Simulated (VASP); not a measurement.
# BaS (I4/mmm) in VASP: further runs

BaS is run at these levels: LDA; tasks: single point.

Program: VASP 6.6.1. These are calculated values, not measurements. Logs are shortened: lines on timing, memory, paths and dates and some standing lists are left out, and cuts for length are marked.

**1. The cell of the first run**

It takes space group I4/mmm (No. 139, tetragonal). Conventional cell: a = 4.517 Å, b = 4.517 Å, c = 6.643 Å, α = 90.00°, β = 90.00°, γ = 90.00°. Ba (site symmetry 4/mmm) has 6 S at 3.19 to 3.32 Å within 4.2 Å. Within 4.2 Å of S (site symmetry 4/mmm) lie 6 Ba at 3.19 to 3.32 Å.

**2. Single point, LDA (strain +0.0400 x Voigt [0, 0, 1, 0, 0, 0])**

Contents of INCAR:

```
SYSTEM = BaS
PREC     = Accurate       ! precision mode
ENCUT    = 520            ! plane-wave cutoff, eV
EDIFF    = 1E-6           ! SCF threshold, eV
ISMEAR   = 0              ! smearing method
SIGMA    = 0.05           ! smearing width, eV
LREAL    = .False.        ! projectors in reciprocal space
LASPH    = .True.         ! aspherical terms in the spheres
NELM     = 60             ! most SCF steps
ALGO     = Normal         ! electronic algorithm
ISIF     = 2              ! what is computed and relaxed
LWAVE    = .False.        ! write WAVECAR
LCHARG   = .False.        ! write CHGCAR
GGA      = CA             ! functional
NBANDS   = 15             ! bands
```

Contents of KPOINTS:

```
Automatic mesh
0
Gamma
  8 8 8
  0 0 0
```

Contents of POSCAR:

```
BaS
1.0
    0.0000000000      3.1937500000      3.3215000000
    3.1937500000      0.0000000000      3.3215000000
    3.1937500000      3.1937500000      0.0000000000
Ba S
1 1
Direct
    0.0000000000      0.0000000000      0.0000000000
    0.5000000000      0.5000000000      0.5000000000
```

Potentials or basis: VASP PAW LDA potentials, release 64 (Ba_sv, S).

The run is started by

```console
$ cat potpaw_LDA.64/Ba_sv/POTCAR potpaw_LDA.64/S/POTCAR > POTCAR
$ mpirun -np 1 vasp_std > vasp.out
```

OUTCAR:

```text
SYSTEM = BaS
   PREC = Accurate
   ENCUT = 520
   EDIFF = 1E-6
   ISMEAR = 0
   LREAL = .False.
   LASPH = .True.
   NELM = 60
   ISIF = 2
   GGA = CA

 ion  position               nearest neighbor table
   1  0.000  0.000  0.000-   2 3.19   2 3.19   2 3.19   2 3.19   2 3.32   2 3.32
   2  0.500  0.500  0.500-   1 3.19   1 3.19   1 3.19   1 3.19   1 3.32   1 3.32

  LATTYP: Found a body centered tetragonal cell.
 ALAT       =     4.5166445648
 C/A-ratio  =     1.4707821049

  Lattice vectors:

 A1 = (  -3.1937500000,   0.0000000000,   3.3215000000)
 A2 = (   3.1937500000,   0.0000000000,   3.3215000000)
 A3 = (   0.0000000000,   3.1937500000,  -3.3215000000)

Analysis of symmetry for initial positions (statically):
=====================================================================
 Subroutine PRICEL returns:
 Original cell was already a primitive cell.

 Routine SETGRP: Setting up the symmetry group for a
 body centered tetragonal supercell.

 Subroutine GETGRP returns: Found 16 space group operations
 (whereof 16 operations were pure point group operations)
 out of a pool of 16 trial point group operations.

The static configuration has the point symmetry D_4h.

Analysis of symmetry for dynamics (positions and initial velocities):
=====================================================================
 Subroutine PRICEL returns:
 Original cell was already a primitive cell.

 Routine SETGRP: Setting up the symmetry group for a
 body centered tetragonal supercell.

 Subroutine GETGRP returns: Found 16 space group operations
 (whereof 16 operations were pure point group operations)
 out of a pool of 16 trial point group operations.

The dynamic configuration has the point symmetry D_4h.

 Subroutine INISYM returns: Found 16 space group operations
 (whereof 16 operations are pure point group operations),
 and found     1 'primitive' translations

----------------------------------------------------------------------------------------

                                     Primitive cell

  volume of cell :      67.7589

  direct lattice vectors                    reciprocal lattice vectors
     0.000000000  3.193750000  3.321500000    -0.156555773  0.156555773  0.150534397
     3.193750000  0.000000000  3.321500000     0.156555773 -0.156555773  0.150534397
     3.193750000  3.193750000  0.000000000     0.156555773  0.156555773 -0.150534397

  length of vectors
     4.607862988  4.607862988  4.516644565     0.267731255  0.267731255  0.267731255

  position of ions in fractional coordinates (direct lattice)
     0.000000000  0.000000000  0.000000000
     0.500000000  0.500000000  0.500000000

  ion indices of the primitive-cell ions
   primitive index   ion index
                 1           1
                 2           2

----------------------------------------------------------------------------------------

 KPOINTS: Automatic mesh

Automatic generation of k-mesh.
 Grid dimensions read from file:
 generate k-points for:    8    8    8

 Generating k-lattice:

  Cartesian coordinates                     Fractional coordinates (reciprocal lattice)
    -0.019569472  0.019569472  0.018816800     0.125000000  0.000000000  0.000000000
     0.019569472 -0.019569472  0.018816800     0.000000000  0.125000000  0.000000000
     0.019569472  0.019569472 -0.018816800     0.000000000  0.000000000  0.125000000

  Length of vectors
     0.033466407  0.033466407  0.033466407

  Shift w.r.t. Gamma in fractional coordinates (k-lattice)
     0.000000000  0.000000000  0.000000000

 Subroutine IBZKPT returns following result:
 ===========================================

 Found     59 irreducible k-points:

 Following reciprocal coordinates:
            Coordinates               Weight
  0.000000  0.000000  0.000000      1.000000
  0.125000  0.000000  0.000000      8.000000
  0.250000  0.000000  0.000000      8.000000
  0.375000  0.000000  0.000000      8.000000
  0.500000  0.000000  0.000000      4.000000
  0.125000  0.125000  0.000000      2.000000
[... 16 lines left out ...]
  0.250000  0.000000  0.125000     16.000000
  0.375000  0.000000  0.125000     16.000000
 [... further k-points ...]
   k-points           NKPTS =     59   k-points in BZ     NKDIM =     59   number of bands    NBANDS=     15
   number of dos      NEDOS =    301   number of ions     NIONS =      2
   total plane-waves  NPLWV =  46656
   dimension x,y,z NGX =    36 NGY =   36 NGZ =   36
   dimension x,y,z NGXF=    72 NGYF=   72 NGZF=   72
   ions per type =               1   1
   NGX,Y,Z   is equivalent  to a cutoff of  12.99, 12.99, 13.25 a.u.
   NGXF,Y,Z  is equivalent  to a cutoff of  25.98, 25.98, 26.50 a.u.
 SYSTEM =  BaS
   PREC   = accura    normal or accurate (medium, high low for compatibility)
   ISTART =      0    job   : 0-new  1-cont  2-samecut
   ICHARG =      2    charge: 1-file 2-atom 10-const
   ISPIN  =      1    spin polarized calculation?
   LNONCOLLINEAR =      F non collinear calculations
   LSORBIT =      F    spin-orbit coupling
   LASPH  =      T    aspherical Exc in radial PAW
   ENCUT  =  520.0 eV  38.22 Ry    6.18 a.u.   8.57  8.57  8.40*2*pi/ulx,y,z
   NELM   =     60;   NELMIN=  2; NELMDL= -5     # of ELM steps
   EDIFF  = 0.1E-05   stopping-criterion for ELM
   LREAL  =      F    real-space projection
   EDIFFG = 0.1E-04   stopping-criterion for IOM
   NSW    =      0    number of steps for IOM
   IBRION =     -1    ionic relax: 0-MD 1-quasi-New 2-CG
   NFREE  =      0    steps in history (QN), initial steepest desc. (CG)
   ISIF   =      2    stress and relaxation
   ISYM   =      2    0-nonsym 1-usesym 2-fastsym
   POTIM  = 0.5000    time-step for ionic-motion
   TEBEG  =    0.0;   TEEND  =   0.0 temperature during run
   PSTRESS=    0.0 pullay stress
   NELECT =      16.0000    total number of electrons
   NUPDOWN=      -1.0000    fix difference up-down
   EMIN   =  10.00;   EMAX   =-10.00  energy-range for DOS
   EFERMI =   0.00;   METHOD = LEGACY
   ISMEAR =     0;   SIGMA  =   0.05  broadening in eV -4-tet -1-fermi 0-gaus
   EFERMI_NEDOS =   21; number of points for ismear=-14 and -15
   IALGO  =     38    algorithm
   IMIX   =      4    mixing-type and parameters
     AMIX     =   0.40;   BMIX     =  1.00
     AMIX_MAG =   1.60;   BMIX_MAG =  1.00
  volume/ion in A,a.u.               =      33.88       228.63
  Fermi-wavevector in a.u.,A,eV,Ry     =   1.011873  1.912163 13.930836  1.023888
  Thomas-Fermi vector in A             =   2.144949
   LORBIT       =      0    0 simple, 1 ext, 2 COOP (PROOUT), +10 PAW based schemes
   GGA     = CA    functional components
   LHFCALC =     F    Hartree Fock is set to
   AEXX    =    0.0000 exact exchange contribution
   IVDW    =     0    specifies the selected vdW correction
   LEPSILON=     F    determine dielectric tensor
   LRPA    =     F    only Hartree local field effects (RPA)
 non-spin polarized calculation
 Gauss-broadening in eV      SIGMA  =   0.05
  energy-cutoff  :      520.00
  volume of cell :       67.76
 maximum number of plane-waves:      1857
 NGX is ok and might be reduce to    36
   NGX = 17   NGY = 17   NGZ = 17

 number of electron      16.0000001 magnetization

 Free energy of the ion-electron system (eV)
  ---------------------------------------------------
  ext. energy  EPLUGINS =         0.00000000
  ---------------------------------------------------
  free energy    TOTEN  =       -11.10449962 eV

  energy without entropy =      -11.10449962  energy(sigma->0) =      -11.10449962

 E-fermi :   1.2863     XC(G=0):  -8.8318

 val. band max:        1.0752797813   @ k =   0.0000   0.0000   0.0000
 cond. band min:       2.9995523681   @ k =   0.5000   0.0000   0.5000
 fundamental gap:      1.9242725868
 Fermi energy:         1.2862554599

 k-point     1 :       0.0000    0.0000    0.0000
  band No.  band energies     occupation
      1     -25.0790      2.00000
      2     -10.1608      2.00000
      3     -10.1567      2.00000
      4     -10.1567      2.00000
      5      -9.2212      2.00000
      6       0.9710      2.00000
      7       1.0753      2.00000
      8       1.0753      2.00000
      9       4.1130      0.00000
     10       4.5609      0.00000
     11       4.8248      0.00000
     12       4.8248      0.00000
     13       5.6261      0.00000
     14       5.7891      0.00000
     15       9.4255      0.00000

 k-point     2 :       0.1250    0.0000    0.0000
  band No.  band energies     occupation
      1     -25.0734      2.00000
      2     -10.4067      2.00000
      3     -10.1680      2.00000
      4     -10.1596      2.00000
      5      -8.9579      2.00000
      6       0.6112      2.00000
      7       0.8176      2.00000
      8       0.8631      2.00000
      9       4.5772      0.00000
     10       4.7909      0.00000
     11       4.9601      0.00000
     12       5.0390      0.00000
     13       6.0556      0.00000
     14       6.2420      0.00000
     15      10.0360      0.00000

 k-point     3 :       0.2500    0.0000    0.0000
  band No.  band energies     occupation
      1     -25.0599      2.00000
      2     -10.7912      2.00000
      3     -10.1875      2.00000
      4     -10.1664      2.00000
      5      -8.5369      2.00000
      6      -0.1235      2.00000
      7       0.4265      2.00000
      8       0.4434      2.00000
      9       4.9130      0.00000
     10       5.5492      0.00000
     11       5.6391      0.00000
     12       5.8965      0.00000
     13       7.1217      0.00000
     14       7.3689      0.00000
     15      11.2152      0.00000

 k-point     4 :       0.3750    0.0000    0.0000
  band No.  band energies     occupation
      1     -25.0463      2.00000
      2     -11.0690      2.00000
      3     -10.2068      2.00000
      4     -10.1731      2.00000
      5      -8.2194      2.00000
      6      -0.6914      2.00000
      7       0.1041      2.00000
      8       0.1145      2.00000
      9       5.5023      0.00000
     10       6.4882      0.00000
     11       6.4890      0.00000
     12       6.7324      0.00000
     13       8.3568      0.00000
     14       8.7515      0.00000
     15      10.6893      0.00000
[... 307 lines left out ...]
 k-point    22 :       0.1250    0.0000    0.1250
  band No.  band energies     occupation
      1     -25.0712      2.00000
      2     -10.4416      2.00000
      3     -10.1875      2.00000
      4     -10.1844      2.00000
      5      -8.8836      2.00000
      6       0.3225      2.00000
      7       0.8811      2.00000
      8       0.9853      2.00000
      9       4.4155      0.00000
     10       4.5340      0.00000
     11       5.1192      0.00000
     12       5.3675      0.00000
     13       5.8216      0.00000
     14       6.9349      0.00000
     15      10.2478      0.00000

 k-point    23 :       0.2500    0.0000    0.1250
  band No.  band energies     occupation
      1     -25.0601      2.00000
      2     -10.7073      2.00000
      3     -10.2113      2.00000
      4     -10.1962      2.00000
      5      -8.6091      2.00000
      6      -0.1508      2.00000
      7       0.6149      2.00000
      8       0.7298      2.00000
      9       4.3110      0.00000
     10       5.2060      0.00000
     11       5.7828      0.00000
     12       5.9875      0.00000
     13       6.3884      0.00000
     14       8.1045      0.00000
     15      11.3196      0.00000

 k-point    24 :       0.3750    0.0000    0.1250
  band No.  band energies     occupation
      1     -25.0467      2.00000
      2     -10.9644      2.00000
      3     -10.2299      2.00000
      4     -10.2081      2.00000
      5      -8.3558      2.00000
      6      -0.4982      2.00000
      7       0.2163      2.00000
      8       0.3692      2.00000
      9       4.6845      0.00000
     10       6.3031      0.00000
     11       6.5739      0.00000
     12       6.7904      0.00000
     13       7.4902      0.00000
     14       8.9666      0.00000
     15      10.8179      0.00000

 [... further k-points ...]

------------------------ aborting loop because EDIFF is reached ----------------------------------------

  FORCE on cell =-STRESS in cart. coord.  units (eV):
  Direction    XX          YY          ZZ          XY          YZ          ZX
  --------------------------------------------------------------------------------------
  -------------------------------------------------------------------------------------
  Total       -1.0144103     -1.0144103     -2.0000969      0.0000000     -0.0000000      0.0000000
  in kB      -23.9860182    -23.9860182    -47.2928538      0.0000000     -0.0000000      0.0000000
  external PRESSURE =     -31.7549634 kB  Pullay stress =       0.0000000 kB

 VOLUME and BASIS-vectors are now :
 -----------------------------------------------------------------------------
  energy-cutoff  :      520.00
  volume of cell :       67.76
      direct lattice vectors                 reciprocal lattice vectors
     0.000000000  3.193750000  3.321500000    -0.156555773  0.156555773  0.150534397
     3.193750000  0.000000000  3.321500000     0.156555773 -0.156555773  0.150534397
     3.193750000  3.193750000  0.000000000     0.156555773  0.156555773 -0.150534397

 POSITION                                       TOTAL-FORCE (eV/Angst)
 -----------------------------------------------------------------------------------
      0.00000      0.00000      0.00000         0.000000      0.000000      0.000000
      3.19375      3.19375      3.32150         0.000000      0.000000      0.000000
 -----------------------------------------------------------------------------------
    total drift:                                0.000000      0.000000      0.000000

  FREE ENERGIE OF THE ION-ELECTRON SYSTEM (eV)
  ---------------------------------------------------
  free  energy   TOTEN  =       -11.1044996192 eV

  energy  without entropy=      -11.1044996192  energy(sigma->0) =      -11.10449962
```

It took 31 s on 1 thread of Intel Xeon Platinum 8488C (Sapphire Rapids), shared host; peak memory 0.2 GiB.

What came out:

- Free energy: -11.1045 eV
- Pressure: -3.2 GPa
- Band gap on the k mesh: 1.92 eV, indirect (least direct gap 2.08 eV)

Levels at points of the mesh, in eV from the valence-band top:
```tsv
k point	band 6	band 7	band 8	band 9	band 10	band 11
(0.00, 0.00, 0.00)	-0.10	0.00	0.00	3.04	3.49	3.75
(0.50, 0.00, 0.00)	-1.97	-1.10	-1.08	5.22	5.31	5.96
(0.50, 0.50, 0.00)	-0.73	-0.14	-0.14	1.95	5.57	5.67
(0.50, 0.00, 0.50)	-0.55	-0.27	-0.16	1.92	5.43	5.90
```

Caveat: the cell differs from its parent crystal (strain +0.0400 x Voigt [0, 0, 1, 0, 0, 0]); spin-orbit coupling is left out, which moves the levels of the heavy elements. A k mesh can miss the band edges.

**3. Single point, LDA (strain +0.0350 x Voigt [0, 0, 1, 0, 0, 0])**

Contents of INCAR:

```
SYSTEM = BaS
  ALGO = Normal
  EDIFF = 1E-6
  ENCUT = 520
  ISIF = 2
  ISMEAR = 0
  LASPH = .TRUE.
  LCHARG = .FALSE.
  LREAL = .FALSE.
  LWAVE = .FALSE.
  NBANDS = 15
  NELM = 100
  PREC = Accurate
  SIGMA = 0.05
```

Contents of KPOINTS:

```
k-points
0
G
  8 8 8
  0 0 0
```

Contents of POSCAR:

```
BaS
1.0
    0.0000000000      3.1937500000      3.3055312500
    3.1937500000      0.0000000000      3.3055312500
    3.1937500000      3.1937500000      0.0000000000
Ba S
1 1
Direct
    0.0000000000      0.0000000000      0.0000000000
    0.5000000000      0.5000000000      0.5000000000
```

Potentials or basis: VASP PAW LDA potentials, release 64 (Ba_sv, S).

The run is started by

```console
$ cat potpaw_LDA.64/Ba_sv/POTCAR potpaw_LDA.64/S/POTCAR > POTCAR
$ mpirun -np 1 vasp_std > vasp.out
```

OUTCAR:

```text
SYSTEM = BaS
   EDIFF = 1E-6
   ENCUT = 520
   ISIF = 2
   ISMEAR = 0
   LASPH = .TRUE.
   LREAL = .FALSE.
   NELM = 100
   PREC = Accurate

 ion  position               nearest neighbor table
   1  0.000  0.000  0.000-   2 3.19   2 3.19   2 3.19   2 3.19   2 3.31   2 3.31
   2  0.500  0.500  0.500-   1 3.19   1 3.19   1 3.19   1 3.19   1 3.31   1 3.31

  LATTYP: Found a body centered tetragonal cell.
 ALAT       =     4.5166445648
 C/A-ratio  =     1.4637110371

  Lattice vectors:
[... 620 lines left out ...]

------------------------ aborting loop because EDIFF is reached ----------------------------------------

  FORCE on cell =-STRESS in cart. coord.  units (eV):
  Direction    XX          YY          ZZ          XY          YZ          ZX
  --------------------------------------------------------------------------------------
  -------------------------------------------------------------------------------------
  Total       -0.9823625     -0.9823625     -1.8764718      0.0000000      0.0000000      0.0000000
  in kB      -23.3404521    -23.3404521    -44.5840501      0.0000000      0.0000000      0.0000000
  external PRESSURE =     -30.4216515 kB  Pullay stress =       0.0000000 kB

 VOLUME and BASIS-vectors are now :
 -----------------------------------------------------------------------------
  energy-cutoff  :      520.00
  volume of cell :       67.43
      direct lattice vectors                 reciprocal lattice vectors
     0.000000000  3.193750000  3.305531250    -0.156555773  0.156555773  0.151261616
     3.193750000  0.000000000  3.305531250     0.156555773 -0.156555773  0.151261616
     3.193750000  3.193750000  0.000000000     0.156555773  0.156555773 -0.151261616

 POSITION                                       TOTAL-FORCE (eV/Angst)
 -----------------------------------------------------------------------------------
      0.00000      0.00000      0.00000         0.000000     -0.000000     -0.000000
      3.19375      3.19375      3.30553        -0.000000      0.000000      0.000000
 -----------------------------------------------------------------------------------
    total drift:                                0.000000      0.000000      0.000000

  FREE ENERGIE OF THE ION-ELECTRON SYSTEM (eV)
  ---------------------------------------------------
  free  energy   TOTEN  =       -11.1137982704 eV

  energy  without entropy=      -11.1137982704  energy(sigma->0) =      -11.11379827
```

stdout:

```text
POSCAR found type information on POSCAR BaS
 POSCAR found :  2 types and       2 ions
 scaLAPACK will be used
 LDA part: xc-table for (Slater(with rela. corr.)+CA(PZ))
 , standard interpolation
 POSCAR, INCAR and KPOINTS ok, starting setup
 FFT: planning ... GRIDC
 FFT: planning ... GRID_SOFT
 FFT: planning ... GRID
 WAVECAR not read
 entering main loop
```

Wall time 31 s (1 thread of Intel Xeon Platinum 8488C (Sapphire Rapids), shared host); peak memory 0.2 GiB.

What came out:

```
Free energy            : -11.1138 eV
Pressure               : -3.0 GPa
Band gap on the k mesh : 1.92 eV, indirect (least direct gap 2.08 eV)
```

Levels at points of the mesh, in eV from the valence-band top:
```csv
k point,band 6,band 7,band 8,band 9,band 10,band 11
"(0.00, 0.00, 0.00)",-0.09,0.00,0.00,3.07,3.51,3.74
"(0.50, 0.00, 0.00)",-1.98,-1.10,-1.08,5.24,5.33,5.98
"(0.50, 0.50, 0.00)",-0.71,-0.14,-0.14,1.94,5.60,5.69
"(0.50, 0.00, 0.50)",-0.55,-0.26,-0.16,1.92,5.48,5.89
```

Caveat: the cell differs from its parent crystal (strain +0.0350 x Voigt [0, 0, 1, 0, 0, 0]); spin-orbit coupling is left out, which moves the levels of the heavy elements. A k mesh can miss the band edges.
